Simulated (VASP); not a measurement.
# PtSe2 (P-3m1) in VASP: further runs

Runs on PtSe2. Level: PBEsol. Tasks: single point.

All numbers are computed with VASP 6.6.1; they aren't measurements. Logs are shortened: lines on timing, memory, paths and dates and some standing lists are left out, and cuts for length are marked.

### 1 The cell of the first run

The structure is trigonal, space group P-3m1 (No. 164). Conventional cell: a = 3.724 Å, b = 3.724 Å, c = 4.860 Å, α = 90.00°, β = 90.00°, γ = 120.00°. Within 3.3 Å of Pt (site symmetry -3m) lie 6 Se at 2.47 Å. Within 3.3 Å of Se (site symmetry 3m) lie 3 Pt at 2.47 Å and 6 Se at 3.24 Å.

### 2 Single point, PBEsol (strain +0.000 along x and y, -0.040 along z)

INCAR reads:

```
SYSTEM = PtSe2
ALGO     = Normal         ! electronic algorithm
EDIFF    = 1E-6           ! SCF threshold, eV
ENCUT    = 520            ! plane-wave cutoff, eV
GGA      = PS             ! functional
ISIF     = 2              ! what is computed and relaxed
ISMEAR   = 0              ! smearing method
LASPH    = .True.         ! aspherical terms in the spheres
LCHARG   = .False.        ! write CHGCAR
LREAL    = .False.        ! projectors in reciprocal space
LWAVE    = .False.        ! write WAVECAR
NBANDS   = 18             ! bands
NELM     = 80             ! most SCF steps
PREC     = Accurate       ! precision mode
SIGMA    = 0.15           ! smearing width, eV
```

KPOINTS reads:

```
k-points
0
Gamma
  12 12 10
  0 0 0
```

POSCAR reads:

```
PtSe2
1.0
    3.7240006046      0.0000000000      0.0000000000
   -1.8620003023      3.2250791273      0.0000000000
    0.0000000000      0.0000000000      4.8595200000
Pt Se
1 2
Direct
    0.0000000000      0.0000000000      0.0000000000
    0.3333333333      0.6666666667      0.2500000000
    0.6666666667      0.3333333333      0.7500000000
```

Potentials or basis: VASP PAW PBE potentials, release 64 (Pt, Se).

Started as:

```console
$ cat potpaw_PBE.64/Pt/POTCAR potpaw_PBE.64/Se/POTCAR > POTCAR
$ mpirun -np 1 vasp_std > vasp.out
```

OUTCAR:

```text
SYSTEM = PtSe2
   EDIFF = 1E-6
   ENCUT = 520
   GGA = PS
   ISIF = 2
   ISMEAR = 0
   LASPH = .True.
   LREAL = .False.
   NELM = 80
   PREC = Accurate

 ion  position               nearest neighbor table
   1  0.000  0.000  0.000-   2 2.47   3 2.47   3 2.47   2 2.47   3 2.47   2 2.47
   2  0.333  0.667  0.250-   1 2.47   1 2.47   1 2.47
   3  0.667  0.333  0.750-   1 2.47   1 2.47   1 2.47

  LATTYP: Found a hexagonal cell.
 ALAT       =     3.7240006046
 C/A-ratio  =     1.3049192296

  Lattice vectors:

 A1 = (   3.7240006046,   0.0000000000,   0.0000000000)
 A2 = (  -1.8620003023,   3.2250791273,   0.0000000000)
 A3 = (   0.0000000000,   0.0000000000,   4.8595200000)

Analysis of symmetry for initial positions (statically):
=====================================================================
 Subroutine PRICEL returns:
 Original cell was already a primitive cell.

 Routine SETGRP: Setting up the symmetry group for a
 hexagonal supercell.

 Subroutine GETGRP returns: Found 12 space group operations
 (whereof 12 operations were pure point group operations)
 out of a pool of 24 trial point group operations.

The static configuration has the point symmetry D_3d.

Analysis of symmetry for dynamics (positions and initial velocities):
=====================================================================
 Subroutine PRICEL returns:
 Original cell was already a primitive cell.

 Routine SETGRP: Setting up the symmetry group for a
 hexagonal supercell.

 Subroutine GETGRP returns: Found 12 space group operations
 (whereof 12 operations were pure point group operations)
 out of a pool of 24 trial point group operations.

The dynamic configuration has the point symmetry D_3d.

 Subroutine INISYM returns: Found 12 space group operations
 (whereof 12 operations are pure point group operations),
 and found     1 'primitive' translations

----------------------------------------------------------------------------------------

                                     Primitive cell

  volume of cell :      58.3638

  direct lattice vectors                    reciprocal lattice vectors
     3.724000605  0.000000000  0.000000000     0.268528420  0.155034956  0.000000000
    -1.862000302  3.225079127  0.000000000     0.000000000  0.310069912  0.000000000
     0.000000000  0.000000000  4.859520000     0.000000000  0.000000000  0.205781641

  length of vectors
     3.724000605  3.724000605  4.859520000     0.310069912  0.310069912  0.205781641

  position of ions in fractional coordinates (direct lattice)
     0.000000000  0.000000000  0.000000000
     0.333333333  0.666666667  0.250000000
     0.666666667  0.333333333  0.750000000

  ion indices of the primitive-cell ions
   primitive index   ion index
                 1           1
                 2           2
                 3           3

----------------------------------------------------------------------------------------

 KPOINTS: k-points

Automatic generation of k-mesh.
 Grid dimensions read from file:
 generate k-points for:   12   12   10

 Generating k-lattice:

  Cartesian coordinates                     Fractional coordinates (reciprocal lattice)
     0.022377368  0.012919580  0.000000000     0.083333333  0.000000000  0.000000000
     0.000000000  0.025839159  0.000000000     0.000000000  0.083333333  0.000000000
     0.000000000  0.000000000  0.020578164     0.000000000  0.000000000  0.100000000

  Length of vectors
     0.025839159  0.025839159  0.020578164

  Shift w.r.t. Gamma in fractional coordinates (k-lattice)
     0.000000000  0.000000000  0.000000000

 Subroutine IBZKPT returns following result:
 ===========================================

 Found    162 irreducible k-points:

 Following reciprocal coordinates:
            Coordinates               Weight
  0.000000  0.000000  0.000000      1.000000
  0.083333  0.000000  0.000000      6.000000
  0.166667 -0.000000  0.000000      6.000000
  0.250000  0.000000  0.000000      6.000000
  0.333333  0.000000  0.000000      6.000000
  0.416667 -0.000000  0.000000      6.000000
[... 16 lines left out ...]
  0.166667 -0.000000  0.100000      6.000000
  0.000000  0.166667  0.100000      6.000000
 [... further k-points ...]
   k-points           NKPTS =    162   k-points in BZ     NKDIM =    162   number of bands    NBANDS=     18
   number of dos      NEDOS =    301   number of ions     NIONS =      3
   total plane-waves  NPLWV =  28224
   dimension x,y,z NGX =    28 NGY =   28 NGZ =   36
   dimension x,y,z NGXF=    56 NGYF=   56 NGZF=   72
   ions per type =               1   2
   NGX,Y,Z   is equivalent  to a cutoff of  12.50, 12.50, 12.32 a.u.
   NGXF,Y,Z  is equivalent  to a cutoff of  25.00, 25.00, 24.63 a.u.
 SYSTEM =  PtSe2
   PREC   = accura    normal or accurate (medium, high low for compatibility)
   ISTART =      0    job   : 0-new  1-cont  2-samecut
   ICHARG =      2    charge: 1-file 2-atom 10-const
   ISPIN  =      1    spin polarized calculation?
   LNONCOLLINEAR =      F non collinear calculations
   LSORBIT =      F    spin-orbit coupling
   LASPH  =      T    aspherical Exc in radial PAW
   ENCUT  =  520.0 eV  38.22 Ry    6.18 a.u.   6.92  6.92  9.04*2*pi/ulx,y,z
   NELM   =     80;   NELMIN=  2; NELMDL= -5     # of ELM steps
   EDIFF  = 0.1E-05   stopping-criterion for ELM
   LREAL  =      F    real-space projection
   EDIFFG = 0.1E-04   stopping-criterion for IOM
   NSW    =      0    number of steps for IOM
   IBRION =     -1    ionic relax: 0-MD 1-quasi-New 2-CG
   NFREE  =      0    steps in history (QN), initial steepest desc. (CG)
   ISIF   =      2    stress and relaxation
   ISYM   =      2    0-nonsym 1-usesym 2-fastsym
   POTIM  = 0.5000    time-step for ionic-motion
   TEBEG  =    0.0;   TEEND  =   0.0 temperature during run
   PSTRESS=    0.0 pullay stress
   NELECT =      22.0000    total number of electrons
   NUPDOWN=      -1.0000    fix difference up-down
   EMIN   =  10.00;   EMAX   =-10.00  energy-range for DOS
   EFERMI =   0.00;   METHOD = LEGACY
   ISMEAR =     0;   SIGMA  =   0.15  broadening in eV -4-tet -1-fermi 0-gaus
   EFERMI_NEDOS =   21; number of points for ismear=-14 and -15
   IALGO  =     38    algorithm
   IMIX   =      4    mixing-type and parameters
     AMIX     =   0.40;   BMIX     =  1.00
     AMIX_MAG =   1.60;   BMIX_MAG =  1.00
  volume/ion in A,a.u.               =      19.45       131.29
  Fermi-wavevector in a.u.,A,eV,Ry     =   1.182591  2.234773 19.028039  1.398521
  Thomas-Fermi vector in A             =   2.318842
   LORBIT       =      0    0 simple, 1 ext, 2 COOP (PROOUT), +10 PAW based schemes
   GGA     = PS    functional components
   LHFCALC =     F    Hartree Fock is set to
   AEXX    =    0.0000 exact exchange contribution
   IVDW    =     0    specifies the selected vdW correction
   LEPSILON=     F    determine dielectric tensor
   LRPA    =     F    only Hartree local field effects (RPA)
 non-spin polarized calculation
 Gauss-broadening in eV      SIGMA  =   0.15
  energy-cutoff  :      520.00
  volume of cell :       58.36
 maximum number of plane-waves:      1602
   NGX = 13   NGY = 13   NGZ = 19

 number of electron      21.9999996 magnetization

 Free energy of the ion-electron system (eV)
  ---------------------------------------------------
  ext. energy  EPLUGINS =         0.00000000
  ---------------------------------------------------
  free energy    TOTEN  =       -15.83601213 eV

  energy without entropy =      -15.82769249  energy(sigma->0) =      -15.83185231

 E-fermi :   6.9597     XC(G=0): -11.0185

 val. band max:        6.9289718544   @ k =   0.0833   0.0833   0.0000
 cond. band min:       6.9625196200   @ k =   0.3333   0.3333   0.0000
 fundamental gap:      0.0335477656
 Fermi energy:         6.9597146488

 k-point     1 :       0.0000    0.0000    0.0000
  band No.  band energies     occupation
      1      -9.1630      2.00000
      2      -5.9015      2.00000
      3      -0.5221      2.00000
      4       0.0628      2.00000
      5       0.0628      2.00000
      6       2.7364      2.00000
[... 10 lines left out ...]
     17      14.0212      0.00000
     18      18.5493      0.00000

 k-point     2 :       0.0833    0.0000    0.0000
  band No.  band energies     occupation
      1      -9.0811      2.00000
      2      -5.9533      2.00000
      3      -0.4281      2.00000
      4       0.1182      2.00000
      5       0.1405      2.00000
      6       2.6299      2.00000
[... 10 lines left out ...]
     17      14.2872      0.00000
     18      17.4508      0.00000

 k-point     3 :       0.1667   -0.0000    0.0000
  band No.  band energies     occupation
      1      -8.8431      2.00000
      2      -6.0944      2.00000
      3      -0.1620      2.00000
      4       0.2740      2.00000
      5       0.3616      2.00000
      6       2.2385      2.00000
[... 10 lines left out ...]
     17      14.9336      0.00000
     18      16.0146      0.00000

 k-point     4 :       0.2500    0.0000    0.0000
  band No.  band energies     occupation
      1      -8.4735      2.00000
      2      -6.2932      2.00000
      3       0.1914      2.00000
      4       0.4944      2.00000
      5       0.6862      2.00000
      6       1.5400      2.00000
[... 375 lines left out ...]
      4       0.1108      2.00000
      5       0.2113      2.00000
      6       2.6045      2.00000
[... 10 lines left out ...]
     17      14.4823      0.00000
     18      16.9032      0.00000

 k-point    23 :       0.1667   -0.0000    0.1000
  band No.  band energies     occupation
      1      -8.7994      2.00000
      2      -6.1947      2.00000
      3      -0.1051      2.00000
      4       0.3065      2.00000
      5       0.4152      2.00000
      6       2.2966      2.00000
[... 10 lines left out ...]
     17      14.4757      0.00000
     18      15.6897      0.00000

 k-point    24 :       0.0000    0.1667    0.1000
  band No.  band energies     occupation
      1      -8.8055      2.00000
      2      -6.1714      2.00000
      3      -0.2453      2.00000
      4       0.2501      2.00000
      5       0.5651      2.00000
      6       2.1427      2.00000
[... 10 lines left out ...]
     17      15.3719      0.00000
     18      15.5999      0.00000

 [... further k-points ...]
[... 5 lines left out ...]
  --------------------------------------------------------------------------------------
  -------------------------------------------------------------------------------------
  Total        2.6601476      2.6601476      2.1510467      0.0000000     -0.0000000      0.0000000
  in kB       73.0252129     73.0252129     59.0495951      0.0000000     -0.0000000      0.0000000
  external PRESSURE =      68.3666737 kB  Pullay stress =       0.0000000 kB

 VOLUME and BASIS-vectors are now :
 -----------------------------------------------------------------------------
  energy-cutoff  :      520.00
  volume of cell :       58.36
      direct lattice vectors                 reciprocal lattice vectors
     3.724000605  0.000000000  0.000000000     0.268528420  0.155034956  0.000000000
    -1.862000302  3.225079127  0.000000000     0.000000000  0.310069912  0.000000000
     0.000000000  0.000000000  4.859520000     0.000000000  0.000000000  0.205781641

 POSITION                                       TOTAL-FORCE (eV/Angst)
 -----------------------------------------------------------------------------------
      0.00000      0.00000      0.00000         0.000000      0.000000      0.000000
     -0.00000      2.15005      1.21488        -0.000000      0.000000      0.919000
      1.86200      1.07503      3.64464         0.000000      0.000000     -0.919000
 -----------------------------------------------------------------------------------
    total drift:                               -0.000000     -0.000000     -0.000000

  FREE ENERGIE OF THE ION-ELECTRON SYSTEM (eV)
  ---------------------------------------------------
  free  energy   TOTEN  =       -15.8360121268 eV

  energy  without entropy=      -15.8276924879  energy(sigma->0) =      -15.83185231
```

Wall time 48 s (1 thread of Intel Xeon 6975P-C (Granite Rapids), shared host); peak memory 0.3 GiB.

What came out:

```
Free energy            : -15.8360 eV
Pressure               : 6.8 GPa
Largest force          : 0.919 eV/Å
Band gap on the k mesh : zero (band 11 reaches 7.48 eV, above the bottom of band 12 at 6.92 eV)
```

Forces in eV/Å, atoms in the order of the input:
```
Pt   0.000  0.000  0.000
Se   0.000  0.000  0.919
Se   0.000  0.000 -0.919
```

Levels at points of the mesh, in eV from the Fermi level:
```tsv
k point	band 7	band 8	band 9	band 10	band 11	band 12	band 13	band 14	band 15	band 16
(0.00, 0.00, 0.00)	-4.22	-2.57	-1.20	-1.20	0.52	1.41	1.41	3.22	4.26	7.06
(0.50, 0.00, 0.00)	-3.94	-3.86	-3.74	-3.67	-3.05	0.62	2.55	4.76	5.88	7.16
(0.00, 0.00, 0.50)	-4.27	-3.06	-1.70	-1.70	-1.66	2.43	2.43	4.74	6.43	6.43
(0.50, 0.00, 0.50)	-3.77	-3.69	-3.37	-3.13	-1.29	0.94	1.50	4.65	4.86	7.46
```

Caveat: the cell differs from its parent crystal (strain +0.000 along x and y, -0.040 along z); the PAW data sets were made with another functional, which shifts forces and pressure a little; spin-orbit coupling is left out, which moves the levels of the heavy elements.

### 3 Single point, PBEsol (strain -0.040 along x and y, +0.040 along z)

INCAR reads:

```
SYSTEM = PtSe2
PREC     = Accurate       ! precision mode
ENCUT    = 520            ! plane-wave cutoff, eV
EDIFF    = 1E-6           ! SCF threshold, eV
ISMEAR   = 0              ! smearing method
SIGMA    = 0.15           ! smearing width, eV
LREAL    = .FALSE.        ! projectors in reciprocal space
LASPH    = .TRUE.         ! aspherical terms in the spheres
NELM     = 100            ! most SCF steps
ALGO     = Normal         ! electronic algorithm
ISIF     = 2              ! what is computed and relaxed
LWAVE    = .FALSE.        ! write WAVECAR
LCHARG   = .TRUE.         ! write CHGCAR
GGA      = PS             ! functional
LELF     = .TRUE.         ! ELF
LVHAR    = .TRUE.       
NBANDS   = 18             ! bands
```

KPOINTS reads:

```
Automatic mesh
0
G
  12 12 10
  0 0 0
```

POSCAR reads:

```
PtSe2
1.0
    3.5750405804      0.0000000000      0.0000000000
   -1.7875202902      3.0960759622      0.0000000000
    0.0000000000      0.0000000000      5.2644800000
Pt Se
1 2
Direct
    0.0000000000      0.0000000000      0.0000000000
    0.3333333333      0.6666666667      0.2500000000
    0.6666666667      0.3333333333      0.7500000000
```

Potentials or basis: VASP PAW PBE potentials, release 64 (Pt, Se).

Started as:

```console
$ cat potpaw_PBE.64/Pt/POTCAR potpaw_PBE.64/Se/POTCAR > POTCAR
$ mpirun -np 1 vasp_std > vasp.out
```

OUTCAR:

```text
SYSTEM = PtSe2
   PREC = Accurate
   ENCUT = 520
   EDIFF = 1E-6
   ISMEAR = 0
   LREAL = .FALSE.
   LASPH = .TRUE.
   NELM = 100
   ISIF = 2
   GGA = PS

 ion  position               nearest neighbor table
   1  0.000  0.000  0.000-   2 2.45   3 2.45   3 2.45   2 2.45   3 2.45   2 2.45
   2  0.333  0.667  0.250-   1 2.45   1 2.45   1 2.45
   3  0.667  0.333  0.750-   1 2.45   1 2.45   1 2.45

  LATTYP: Found a hexagonal cell.
 ALAT       =     3.5750405804
 C/A-ratio  =     1.4725651029

  Lattice vectors:

 A1 = (   3.5750405804,   0.0000000000,   0.0000000000)
 A2 = (  -1.7875202902,   3.0960759622,   0.0000000000)
 A3 = (   0.0000000000,   0.0000000000,   5.2644800000)

Analysis of symmetry for initial positions (statically):
=====================================================================
 Subroutine PRICEL returns:
 Original cell was already a primitive cell.

 Routine SETGRP: Setting up the symmetry group for a
 hexagonal supercell.

 Subroutine GETGRP returns: Found 12 space group operations
 (whereof 12 operations were pure point group operations)
 out of a pool of 24 trial point group operations.

[... 159 lines left out ...]
  ext. energy  EPLUGINS =         0.00000000
  ---------------------------------------------------
  free energy    TOTEN  =       -15.68462018 eV

  energy without entropy =      -15.67921548  energy(sigma->0) =      -15.68191783

 E-fermi :   6.9704     XC(G=0): -10.9854

 val. band max:        6.9297243161   @ k =   0.0000   0.0000   0.1000
 cond. band min:       6.9872796232   @ k =   0.0000   0.1667   0.2000
 fundamental gap:      0.0575553070
 Fermi energy:         6.9704486640

 k-point     1 :       0.0000    0.0000    0.0000
  band No.  band energies     occupation
      1      -9.1262      2.00000
      2      -6.3450      2.00000
      3      -0.8002      2.00000
      4       0.2518      2.00000
      5       0.2518      2.00000
      6       2.6548      2.00000
[... 481 lines left out ...]
      5       0.4703      2.00000
      6       2.0710      2.00000
[... 10 lines left out ...]
     17      15.6222      0.00000
     18      15.9133      0.00000

 [... further k-points ...]
[... 5 lines left out ...]
  --------------------------------------------------------------------------------------
  -------------------------------------------------------------------------------------
  Total        5.2451331      5.2451331      2.2366179     -0.0000000      0.0000000      0.0000000
  in kB      144.2178552    144.2178552     61.4970550     -0.0000000      0.0000000      0.0000000
  external PRESSURE =     116.6442552 kB  Pullay stress =       0.0000000 kB

 VOLUME and BASIS-vectors are now :
 -----------------------------------------------------------------------------
  energy-cutoff  :      520.00
  volume of cell :       58.27
      direct lattice vectors                 reciprocal lattice vectors
     3.575040580  0.000000000  0.000000000     0.279717105  0.161494746  0.000000000
    -1.787520290  3.096075962  0.000000000     0.000000000  0.322989491  0.000000000
     0.000000000  0.000000000  5.264480000     0.000000000  0.000000000  0.189952284

 POSITION                                       TOTAL-FORCE (eV/Angst)
 -----------------------------------------------------------------------------------
      0.00000      0.00000      0.00000        -0.000000      0.000000      0.000000
     -0.00000      2.06405      1.31612         0.000000      0.000000      0.765785
      1.78752      1.03203      3.94836        -0.000000      0.000000     -0.765785
 -----------------------------------------------------------------------------------
    total drift:                               -0.000000     -0.000000     -0.000000

  FREE ENERGIE OF THE ION-ELECTRON SYSTEM (eV)
  ---------------------------------------------------
  free  energy   TOTEN  =       -15.6846201849 eV

  energy  without entropy=      -15.6792154771  energy(sigma->0) =      -15.68191783
```

stdout:

```text
POSCAR found type information on POSCAR PtSe
 POSCAR found :  2 types and       3 ions
 scaLAPACK will be used
 -----------------------------------------------------------------------------
|                                                                             |
|                                                                             |
|     You enforced a specific xc type in the INCAR file but a different       |
|     I HOPE YOU KNOW WHAT YOU ARE DOING!                                     |
|                                                                             |
 -----------------------------------------------------------------------------

 LDA part: xc-table for (Slater+PW92), standard interpolation
 POSCAR, INCAR and KPOINTS ok, starting setup
 FFT: planning ... GRIDC
 FFT: planning ... GRID_SOFT
 FFT: planning ... GRID
 WAVECAR not read
 entering main loop
```

It took 54 s on 1 thread of Intel Xeon 6975P-C (Granite Rapids), shared host; peak memory 0.3 GiB.

What came out:

```
Free energy            : -15.6846 eV
Pressure               : 11.7 GPa
Largest force          : 0.766 eV/Å
Band gap on the k mesh : zero (band 11 reaches 7.16 eV, above the bottom of band 12 at 6.99 eV)
```

Forces on the atoms (eV/Å):
```
Pt   0.000  0.000  0.000
Se   0.000  0.000  0.766
Se   0.000  0.000 -0.766
```

Caveat: the cell differs from its parent crystal (strain -0.040 along x and y, +0.040 along z); the PAW data sets were made with another functional, which shifts forces and pressure a little; spin-orbit coupling is left out, which moves the levels of the heavy elements.

(Continued in part 2 of 2.)
